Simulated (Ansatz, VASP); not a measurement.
## Cd3HgTe4 in VASP and in Ansatz

The input POSCAR:

```
Cd3HgTe4
1.0
    6.6900718702      0.0000000000      0.0000000000
    0.0000000000      6.6900718702      0.0000000000
    0.0000000000      0.0000000000      6.6900718702
Cd Te Hg
3 4 1
Direct
    0.5000000000      0.0000000000      0.0000000000
    0.0000000000      0.5000000000      0.0000000000
    0.0000000000      0.0000000000      0.5000000000
    0.7506753028      0.2493246972      0.2493246972
    0.2493246972      0.7506753028      0.2493246972
    0.2493246972      0.2493246972      0.7506753028
    0.7506753028      0.7506753028      0.7506753028
    0.5000000000      0.5000000000      0.5000000000
```

Contents of INCAR.step1:

```
SYSTEM = Cd3HgTe4
PREC = Accurate
ENCUT = 520
ISMEAR = 0
SIGMA = 0.01
LREAL = .False.
LASPH = .True.
NELM = 80
NBANDS = 46
GGA = PE
ALGO = Normal
EDIFF = 1E-4
LWAVE = .True.
LCHARG = .False.
```

The input INCAR.step2:

```
SYSTEM = Cd3HgTe4
PREC = Accurate
ENCUT = 520
EDIFF = 1E-6
ISMEAR = 0
SIGMA = 0.01
LREAL = .False.
LASPH = .True.
NELM = 80
ALGO = Normal
ISIF = 2
LWAVE = .False.
LCHARG = .True.
METAGGA = R2SCAN
LMIXTAU = .True.
LELF = .True.
LVHAR = .True.
NBANDS = 46
ISTART = 1
```

KPOINTS

```
Automatic mesh
0
Gamma
  4 4 4
  0 0 0
```

Input for Ansatz:

```yaml
crystal:
  lattice:
    - [6.6900718702, 0.0, 0.0]
    - [0.0, 6.6900718702, 0.0]
    - [0.0, 0.0, 6.6900718702]
  atoms:
    - { symbol: Cd, position: [0.5, 0.0, 0.0] }
    - { symbol: Te, position: [0.7506753028, 0.2493246972, 0.2493246972] }
    - { symbol: Cd, position: [0.0, 0.5, 0.0] }
    - { symbol: Te, position: [0.2493246972, 0.7506753028, 0.2493246972] }
    - { symbol: Cd, position: [0.0, 0.0, 0.5] }
    - { symbol: Te, position: [0.2493246972, 0.2493246972, 0.7506753028] }
    - { symbol: Hg, position: [0.5, 0.5, 0.5] }
    - { symbol: Te, position: [0.7506753028, 0.7506753028, 0.7506753028] }
kpoints:
  mp_grid: { grid: [4, 4, 4] }
hamiltonian:
  xc: r2scan
scf:
  occupations: { method: fixed }
  n_extra_bands: 6
output:
  forces: true
  stress: true
  eigenvalues: true
```

Alike in both runs: task single point; functional r2SCAN; k mesh 4 × 4 × 4; no spin polarisation.

|  | VASP | Ansatz |
| --- | --- | --- |
| version | VASP 6.6.1 | Ansatz 0.2.0 |
| potentials or method | VASP PAW PBE potentials, release 64 (Cd, Te, Hg) | plane waves, PAW |
| plane-wave cutoff (eV) | 520 | 500 |
| occupations | gaussian, width 0.01 eV | fixed |
| valence electrons in the cell | 72 | 144 |

Ansatz gave:

```
gap on the k mesh at the Fermi level (eV) : 0.52
pressure (GPa)                            : -2.0
```

Which values does VASP return?

gap on the k mesh at the Fermi level (eV): 0.51; pressure (GPa): -2.0.

VASP's potentials were made for PBE, not for r2SCAN. VASP's potentials hold 72 valence electrons a cell and Ansatz's 144, so a difference there can come from the potentials and not from the codes.

Spin-orbit coupling is off throughout.
